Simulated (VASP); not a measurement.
Set up this calculation in VASP 6.6.1, as the native input.

```
Task                   : single point
Functional             : PBE
Potentials or basis    : VASP PAW PBE potentials, release 64 (Ta_pv, N)
Cutoff                 : 520 eV
k mesh                 : 7 × 7 × 7, shifted
Occupations            : fermi-dirac, width 0.2 eV
Spin                   : no spin polarisation
Dipole correction      : no
Further INCAR settings : ALGO = Normal; EDIFF = 1e-07; NBANDS = 15; ISYM = 0
```

The structure of TaN lies in POSCAR:

```
TaN
1.0
    0.0000000000      2.1790000000      2.1790000000
    2.1790000000      0.0000000000      2.1790000000
    2.1790000000      2.1790000000      0.0000000000
Ta N
1 1
Direct
    0.5000000000      0.5000000000      0.5000000000
    0.0229463056     -0.0229463056      0.0229463056
```

One way to write it, as run:

INCAR

```
ALGO = Normal
EDIFF = 1E-7
ENCUT = 520
GGA = PE
ISIF = 2
ISMEAR = -1
ISYM = 0
LASPH = T
LCHARG = F
LREAL = F
LWAVE = F
NBANDS = 15
NELM = 60
PREC = Accurate
SIGMA = 0.2
```

KPOINTS

```
Automatic mesh
0
Gamma
  7 7 7
  0.5 0.5 0.5
```

Potentials or basis: VASP PAW PBE potentials, release 64 (Ta_pv, N).

Run with:

```sh
$ cat potpaw_PBE.64/Ta_pv/POTCAR potpaw_PBE.64/N/POTCAR > POTCAR
$ mpirun -np 1 vasp_std > vasp.out
```

Results of the run:

- Pressure: 18.1 GPa
- Largest force: 0.969 eV/Å
- Band gap on the k mesh: zero (band 8 reaches 11.79 eV, above the bottom of band 9 at 8.07 eV)

Caveat: spin-orbit coupling is left out, which moves the levels of the heavy elements.

Run time: 110 s on 1 thread of Intel(R) Xeon(R) Platinum 8375C CPU @ 2.90GHz (Ice Lake) (shared host), peak memory 0.32 GiB.
